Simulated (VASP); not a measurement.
The system is TaC5.

```
Ta C
1.0
     2.56308   -3.95209    0.00000
     2.56308    3.95209    0.00000
     0.00000    0.00000    4.31409
Ta C
1 5
Direct
  0.50000 0.50000 0.00000
  0.71565 0.28435 0.00000
  0.28435 0.71565 0.00000
  0.00000 0.50000 0.49171
  0.50000 0.00000 0.50829
  0.00000 0.00000 0.00000
```

The cell was generated, and may not be a known phase.

| Property | Result |
| --- | --- |
| Program | VASP 6.6.1 |
| Task | relaxation of cell and atoms |
| Functional | PBE |
| Potentials or basis | VASP PAW PBE potentials, release 64 (Ta_pv, C) |
| Cutoff | 600 eV |
| k mesh | 4 × 4 × 4 |
| Occupations | gaussian, width 0.1 eV |
| Spin | no spin polarisation |

At the start: pressure -0.7 GPa; volume 14.57 Å³/atom.

Problem. Where does the relaxation end?

Solution. Over 43 steps the energy falls by 3179.0 meV/atom and the volume is 10.39 Å³/atom (-28.7 %); space group Cmmm (No. 65, to 0.1 Å) before, C222 (No. 21, to 0.1 Å).

Step by step:
```csv
step,energy change (eV),largest force (eV/Å),pressure (GPa),volume (Å³)
1,0.0000,11.3685,-0.71,87.40
3,-4.9780,0.6141,-32.46,84.28
5,-8.4892,2.6916,-0.63,58.54
7,-10.9498,1.4352,25.36,50.15
9,-11.8429,7.7967,22.79,50.78
11,-14.1116,3.0360,-18.06,55.65
13,-14.8382,2.1952,-16.89,55.22
15,-15.0306,1.5766,-8.22,53.83
17,-15.3930,2.6530,9.30,51.42
19,-15.8235,2.6109,13.60,50.60
21,-15.2327,2.1222,77.24,45.98
23,-16.8742,2.1353,23.67,49.56
25,-17.8725,2.9491,10.31,53.66
27,-18.5085,2.2596,-5.43,59.57
29,-19.0012,0.9941,-5.74,63.19
31,-19.0568,0.1294,0.52,61.71
33,-19.0644,0.2934,-0.98,62.02
35,-19.0672,0.1145,-0.06,61.86
37,-19.0683,0.0874,0.24,61.85
39,-19.0726,0.1058,0.24,62.11
41,-19.0733,0.1453,0.21,62.22
43,-19.0739,0.0091,-0.15,62.31
```

Final structure:
```yaml
crystal:
  lattice:
    - [2.28542, -4.15042, 0.00000]
    - [2.28542, 4.15042, 0.00000]
    - [0.00000, 0.00000, 3.28452]
  atoms:
    - { symbol: Ta, position: [0.50000, 0.50000, 0.00000] }
    - { symbol: C, position: [0.83360, 0.16640, 0.00000] }
    - { symbol: C, position: [0.16640, 0.83360, 0.00000] }
    - { symbol: C, position: [0.00000, 0.50000, 0.14296] }
    - { symbol: C, position: [0.50000, 0.00000, 0.85704] }
    - { symbol: C, position: [0.00000, 0.00000, 0.00000] }
```

Caveat: the k points lie up to 0.48 Å⁻¹ apart in the final cell, too coarse for converged energies and pressures of a metal; the volume moved by over 15 % at a fixed basis, so the end points are rough.
